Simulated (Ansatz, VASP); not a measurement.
Mn in VASP and in Ansatz

```
Mn
1.0
    -1.39327    1.39327    1.39327
     1.39327   -1.39327    1.39327
     1.39327    1.39327   -1.39327
Mn
1
Cartesian
  0.0000 0.0000 0.0000
```

Alike in both runs: task single point; functional revPBE; dispersion D3(BJ); k mesh 10 × 10 × 10; occupations gaussian, width 0.1 eV; collinear spin.

|  | VASP | Ansatz |
| --- | --- | --- |
| version | VASP 6.6.1 | Ansatz 0.2.0 |
| potentials or method | VASP PAW PBE potentials, release 64 (Mn_pv), cutoff 500 eV | scalar-relativistic, plane waves, PAW |
| valence electrons in the cell | 13 | 15 |

|  | VASP | Ansatz | Ansatz less VASP |
| --- | --- | --- | --- |
| gap on the k mesh at the Fermi level (eV) | none | none | - |
| pressure (GPa) | -6.4 | -6.5 | -0.04 |
| net moment per atom (μB) | 0.55 | 0.53 | -0.025 |
| size of the moment on the site where the two differ most (μB) | 0.56 | 0.53 | -0.025 |

VASP's potentials were made for PBE, not for revPBE. Site moments also hang on the region over which each program counts them. A gap of «none» marks a metal or a gap that the smearing closes. VASP's potentials hold 13 valence electrons a cell and Ansatz's 15, so a difference there can come from the potentials and not from the codes.
